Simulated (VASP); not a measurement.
Here is a VASP 6.6.1 calculation.

Contents of POSCAR:

```
Sb
1.0
    3.3986760653      0.0000000000      0.0000000000
   -1.6993380327      2.9433398118      0.0000000000
    0.0000000000      0.0000000000      5.5421447030
Sb
2
Direct
    0.6666666667      0.3333333333      0.7500000000
    0.3333333333      0.6666666667      0.2500000000
```

INCAR.step1

```
SYSTEM = Sb
PREC = Accurate ; ENCUT = 520
EDIFF = 1E-5 ; ISMEAR = -1
SIGMA = 0.05 ; LREAL = .FALSE.
LASPH = .TRUE. ; NELM = 60
ALGO = Normal ; ISIF = 2
LWAVE = .TRUE. ; LCHARG = .FALSE.
GGA = PE ; NBANDS = 12
```

File INCAR.step2:

```
SYSTEM = Sb
PREC = Accurate ; ENCUT = 520
EDIFF = 1E-6 ; ISMEAR = -1
SIGMA = 0.05 ; LREAL = .FALSE.
LASPH = .TRUE. ; NELM = 60
ALGO = Normal ; ISIF = 2
LWAVE = .FALSE. ; LCHARG = .FALSE.
GGA = PE ; LHFCALC = .TRUE.
AEXX = 0.25 ; PRECFOCK = Normal
ISTART = 1 ; NBANDS = 12
```

File KPOINTS:

```
Automatic mesh
0
G
  4 4 4
  0 0 0
```

Potentials or basis: VASP PAW PBE potentials, release 64 (Sb).

Command:

```console
$ cat potpaw_PBE.64/Sb/POTCAR > POTCAR
$ cp INCAR.step1 INCAR
$ mpirun -np 1 vasp_std > vasp.out
$ cp INCAR.step2 INCAR
$ mpirun -np 1 vasp_std > vasp.out
```

Question: Predict the band gap on the k mesh.

Answer: Zero (bands 5 and 6 overlap by 7.48 eV).

Question: Estimate the pressure.

Answer: -5.5 GPa.

Stress tensor (GPa, compression positive):
```
-6.05  0.00  0.00
 0.00 -6.05  0.00
 0.00  0.00 -4.33
```

Caveat: the k points lie up to 0.53 Å⁻¹ apart, too coarse for converged energies and pressures of a metal; the PAW data sets were made with another functional, which shifts forces and pressure a little; spin-orbit coupling is left out, which moves the levels of the heavy elements.
